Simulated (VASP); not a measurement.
# C19O in VASP: a series of runs

The runs below take C19O through single point, with PBEsol.

Program: VASP 6.6.1. These are calculated values, not measurements. Logs are shortened: lines on timing, memory, paths and dates and some standing lists are left out, and cuts for length are marked.

## Step 1: The cell of the first run

The cell holds a slab with vacuum, 20 atoms: a = 7.398 Å, b = 7.398 Å, c = 12.000 Å, α = 90.00°, β = 90.00°, γ = 120.00°.

## Step 2: Single point, PBEsol

INCAR reads:

```
SYSTEM = C19O
ALGO = Normal ; EDIFF = 1E-6
ENCUT = 520 ; GGA = PS
ISIF = 2 ; ISMEAR = -1
LASPH = .TRUE. ; LCHARG = .TRUE.
LELF = .TRUE. ; LREAL = Auto
LVHAR = .TRUE. ; LWAVE = .FALSE.
NBANDS = 57 ; NELM = 60
PREC = Accurate ; SIGMA = 0.05
```

KPOINTS reads:

```
k-points
0
G
  2 2 1
  0 0 0
```

POSCAR reads:

```
C19O
1.0
    7.3980000000      0.0000000000      0.0000000000
   -3.6990000000      6.4068560000      0.0000000000
    0.0000000000      0.0000000000     12.0000000000
C O
19 1
Direct
    0.0015787268      0.0009682704      0.0710849006
    0.2236333727      0.1119681836      0.0710710774
    0.0015006349      0.3340973616      0.0710285819
    0.2237018338      0.4451628319      0.0710335827
    0.0013852418      0.6674987154      0.0710257962
    0.2238094483      0.7787038875      0.0709813455
    0.3348377800      0.0007848198      0.0710306580
    0.5570780272      0.1118976765      0.0710647595
    0.3347311690      0.3342235639      0.0710673928
    0.5571106413      0.4453510465      0.0710783441
    0.3349300816      0.6675841844      0.0710328604
    0.5569448961      0.7785966360      0.0710793366
    0.6681372800      0.0008976384      0.0710808072
    0.8904823555      0.1120793554      0.0710766649
    0.6682950700      0.3342995914      0.0710621982
    0.8902744918      0.4452416491      0.0710289967
    0.6681550232      0.6674339303      0.0710915470
    0.8903814206      0.7785154991      0.0710772281
    0.1410432192      0.6314794638      0.3380424274
    0.1951175862      0.7719573948      0.3946275948
```

Potentials or basis: VASP PAW PBE potentials, release 64 (C, O).

Run with:

```sh
$ cat potpaw_PBE.64/C/POTCAR potpaw_PBE.64/O/POTCAR > POTCAR
$ mpirun -np 1 vasp_std > vasp.out
```

OUTCAR:

```text
SYSTEM = C19O
   EDIFF = 1E-6
   ENCUT = 520
   GGA = PS
   ISIF = 2
   ISMEAR = -1
   LASPH = .TRUE.
   LREAL = Auto
   NELM = 60
   PREC = Accurate

 ion  position               nearest neighbor table
   1  0.002  0.001  0.071-   2 1.42  14 1.42  18 1.43
   2  0.224  0.112  0.071-   1 1.42   9 1.42   7 1.42
   3  0.002  0.334  0.071-  14 1.42   4 1.42  16 1.42
   4  0.224  0.445  0.071-   9 1.42   3 1.42  11 1.43
   5  0.001  0.667  0.071-  18 1.42  16 1.42   6 1.43
   6  0.224  0.779  0.071-   7 1.42  11 1.42   5 1.43
[... 10 lines left out ...]
  17  0.668  0.667  0.071-  10 1.42  18 1.42  12 1.42
  18  0.890  0.779  0.071-   5 1.42  17 1.42   1 1.43
  19  0.141  0.631  0.338-  20 1.13
  20  0.195  0.772  0.395-  19 1.13

  LATTYP: Found a hexagonal cell.
 ALAT       =     7.3980000000
 C/A-ratio  =     1.6220600162

  Lattice vectors:

 A1 = (   7.3980000000,   0.0000000000,   0.0000000000)
 A2 = (  -3.6990000000,   6.4068560000,   0.0000000000)
 A3 = (   0.0000000000,   0.0000000000,  12.0000000000)

Analysis of symmetry for initial positions (statically):
=====================================================================
 Subroutine PRICEL returns:
 Original cell was already a primitive cell.

 Routine SETGRP: Setting up the symmetry group for a
 hexagonal supercell.

 Subroutine GETGRP returns: Found  1 space group operations
 (whereof  1 operations were pure point group operations)
 out of a pool of 24 trial point group operations.

The static configuration has the point symmetry C_1 .

Analysis of symmetry for dynamics (positions and initial velocities):
=====================================================================
 Subroutine PRICEL returns:
 Original cell was already a primitive cell.

 Routine SETGRP: Setting up the symmetry group for a
 hexagonal supercell.

 Subroutine GETGRP returns: Found  1 space group operations
 (whereof  1 operations were pure point group operations)
 out of a pool of 24 trial point group operations.

The dynamic configuration has the point symmetry C_1 .

 Subroutine INISYM returns: Found  1 space group operations
 (whereof  1 operations are pure point group operations),
 and found     1 'primitive' translations

----------------------------------------------------------------------------------------

[... 109 lines left out ...]
   EDIFFG = 0.1E-04   stopping-criterion for IOM
   NSW    =      0    number of steps for IOM
   IBRION =     -1    ionic relax: 0-MD 1-quasi-New 2-CG
   NFREE  =      0    steps in history (QN), initial steepest desc. (CG)
   ISIF   =      2    stress and relaxation
   ISYM   =      2    0-nonsym 1-usesym 2-fastsym
   POTIM  = 0.5000    time-step for ionic-motion
   TEBEG  =    0.0;   TEEND  =   0.0 temperature during run
   PSTRESS=    0.0 pullay stress
   NELECT =      82.0000    total number of electrons
   NUPDOWN=      -1.0000    fix difference up-down
   EMIN   =  10.00;   EMAX   =-10.00  energy-range for DOS
   EFERMI =   0.00;   METHOD = LEGACY
   ISMEAR =    -1;   SIGMA  =   0.05  broadening in eV -4-tet -1-fermi 0-gaus
   EFERMI_NEDOS =   21; number of points for ismear=-14 and -15
   IALGO  =     38    algorithm
   IMIX   =      4    mixing-type and parameters
     AMIX     =   0.40;   BMIX     =  1.00
     AMIX_MAG =   1.60;   BMIX_MAG =  1.00
  volume/ion in A,a.u.               =      28.44       191.91
  Fermi-wavevector in a.u.,A,eV,Ry     =   0.858419  1.622176 10.025902  0.736883
  Thomas-Fermi vector in A             =   1.975621
   LORBIT       =      0    0 simple, 1 ext, 2 COOP (PROOUT), +10 PAW based schemes
   GGA     = PS    functional components
   LHFCALC =     F    Hartree Fock is set to
   AEXX    =    0.0000 exact exchange contribution
   IVDW    =     0    specifies the selected vdW correction
   LEPSILON=     F    determine dielectric tensor
   LRPA    =     F    only Hartree local field effects (RPA)
 non-spin polarized calculation
  energy-cutoff  :      520.00
  volume of cell :      568.78
 maximum number of plane-waves:     15363
 NGX is ok and might be reduce to    56
   NGX = 27   NGY = 27   NGZ = 45

 number of electron      81.9999999 magnetization

 Free energy of the ion-electron system (eV)
  ---------------------------------------------------
  ext. energy  EPLUGINS =         0.00000000
  ---------------------------------------------------
  free energy    TOTEN  =      -188.29732814 eV

  energy without entropy =     -188.22827569  energy(sigma->0) =     -188.26280192

 E-fermi :  -1.5434     XC(G=0):  -4.1969

 val. band max:       -1.5485870481   @ k =   0.0000   0.0000   0.0000
 cond. band min:      -1.5388718166   @ k =   0.0000   0.0000   0.0000
 fundamental gap:      0.0097152314
 Fermi energy:        -1.5433558749

 k-point     1 :       0.0000    0.0000    0.0000
  band No.  band energies     occupation
      1     -26.5048      2.00000
      2     -21.0236      2.00000
      3     -18.4451      2.00000
      4     -18.4409      2.00000
      5     -18.4398      2.00000
      6     -18.4360      2.00000
[... 213 lines left out ...]
     52       3.9175      0.00000
     53       4.1312      0.00000
 [bands above 53 left out]

------------------------ aborting loop because EDIFF is reached ----------------------------------------

  FORCE on cell =-STRESS in cart. coord.  units (eV):
  Direction    XX          YY          ZZ          XY          YZ          ZX
  --------------------------------------------------------------------------------------
  -------------------------------------------------------------------------------------
  Total       -2.1602813     -1.3330749      0.2810371     -0.0891603      0.5258083     -0.0677931
  in kB       -6.0852770     -3.7551268      0.7916510     -0.2511549      1.4811446     -0.1909658
  external PRESSURE =      -3.0162509 kB  Pullay stress =       0.0000000 kB

 VOLUME and BASIS-vectors are now :
 -----------------------------------------------------------------------------
  energy-cutoff  :      520.00
  volume of cell :      568.78
      direct lattice vectors                 reciprocal lattice vectors
     7.398000000  0.000000000  0.000000000     0.135171668  0.078041398  0.000000000
    -3.699000000  6.406856000  0.000000000     0.000000000  0.156082796  0.000000000
     0.000000000  0.000000000 12.000000000     0.000000000  0.000000000  0.083333333

 POSITION                                       TOTAL-FORCE (eV/Angst)
 -----------------------------------------------------------------------------------
      0.00810      0.00620      0.85302        -0.000840     -0.002276     -0.000999
      1.24027      0.71736      0.85285        -0.004948     -0.000657     -0.002051
     -1.22472      2.14051      0.85234        -0.002014      0.023874      0.001152
      0.00829      2.85209      0.85240        -0.024711      0.013419     -0.000403
     -2.45883      4.27657      0.85231         0.014831     -0.006114      0.000395
     -1.22468      4.98904      0.85178         0.002085     -0.021212      0.001306
[... 12 lines left out ...]
     -1.29240      4.04580      4.05651         0.108456     -0.785334     -0.588481
     -1.41199      4.94582      4.73553        -0.101955      0.785456      0.588525
 -----------------------------------------------------------------------------------
    total drift:                               -0.013070     -0.004131      0.035331

  FREE ENERGIE OF THE ION-ELECTRON SYSTEM (eV)
  ---------------------------------------------------
  free  energy   TOTEN  =      -188.2973281418 eV

  energy  without entropy=     -188.2282756888  energy(sigma->0) =     -188.26280192
```

OSZICAR:

```text
N       E                     dE             d eps       ncg     rms          rms(c)
DAV:   1     0.645938266064E+03    0.64594E+03   -0.33715E+04   464   0.115E+03
DAV:   2    -0.100918023562E+03   -0.74686E+03   -0.72054E+03   678   0.277E+02
DAV:   3    -0.197561586195E+03   -0.96644E+02   -0.96035E+02   544   0.104E+02
[... 14 lines left out ...]
DAV:  18    -0.188297305587E+03   -0.81986E-04   -0.73350E-06   459   0.673E-03    0.192E-03
DAV:  19    -0.188297322425E+03   -0.16838E-04   -0.13241E-06   456   0.295E-03    0.550E-04
DAV:  20    -0.188297326491E+03   -0.40658E-05   -0.19645E-07   344   0.129E-03    0.284E-04
DAV:  21    -0.188297327873E+03   -0.13819E-05   -0.14655E-07   336   0.893E-04    0.218E-04
DAV:  22    -0.188297328142E+03   -0.26887E-06   -0.23412E-08   344   0.453E-04
   1 F= -.18829733E+03 E0= -.18826280E+03  d E =-.690525E-01
```

stdout:

```text
POSCAR found type information on POSCAR C O
 POSCAR found :  2 types and      20 ions
 scaLAPACK will be used
 -----------------------------------------------------------------------------
|                                                                             |
|                                                                             |
|     You enforced a specific xc type in the INCAR file but a different       |
|     I HOPE YOU KNOW WHAT YOU ARE DOING!                                     |
|                                                                             |
 -----------------------------------------------------------------------------

 LDA part: xc-table for (Slater+PW92), standard interpolation
 POSCAR, INCAR and KPOINTS ok, starting setup
 FFT: planning ... GRIDC
 FFT: planning ... GRID_SOFT
 FFT: planning ... GRID
 WAVECAR not read
 entering main loop
```

Wall time 5.4 min (1 thread of Oxide Virtual Turin-like, shared host); peak memory 0.55 GiB.

Results:

| Property | Result |
| --- | --- |
| Free energy | -188.2973 eV |
| Largest force | 0.987 eV/Å |
| Band gap on the k mesh | 0.01 eV |

Forces in eV/Å, atoms in the order of the input:
```
C   -0.001 -0.002 -0.001
C   -0.005 -0.001 -0.002
C   -0.002  0.024  0.001
C   -0.025  0.013  0.000
C    0.015 -0.006  0.000
C    0.002 -0.021  0.001
C    0.008  0.006  0.000
C    0.005 -0.013  0.002
C    0.015  0.003  0.002
C    0.000  0.000  0.002
C   -0.008 -0.007  0.000
C    0.006  0.012 -0.003
C   -0.006 -0.017  0.000
C    0.005 -0.015 -0.003
C   -0.021  0.000 -0.001
C    0.023  0.008  0.001
C   -0.007  0.003  0.002
C   -0.010  0.012 -0.003
C    0.108 -0.785 -0.588
O   -0.102  0.785  0.589
```

Caveat: the k points lie up to 0.49 Å⁻¹ apart; there is no dipole correction, which matters where the two faces differ; semilocal functionals underestimate gaps, and a narrow one can read as zero; the PAW data sets were made with another functional, which shifts forces and pressure a little.

(Continued in part 2 of 2.)
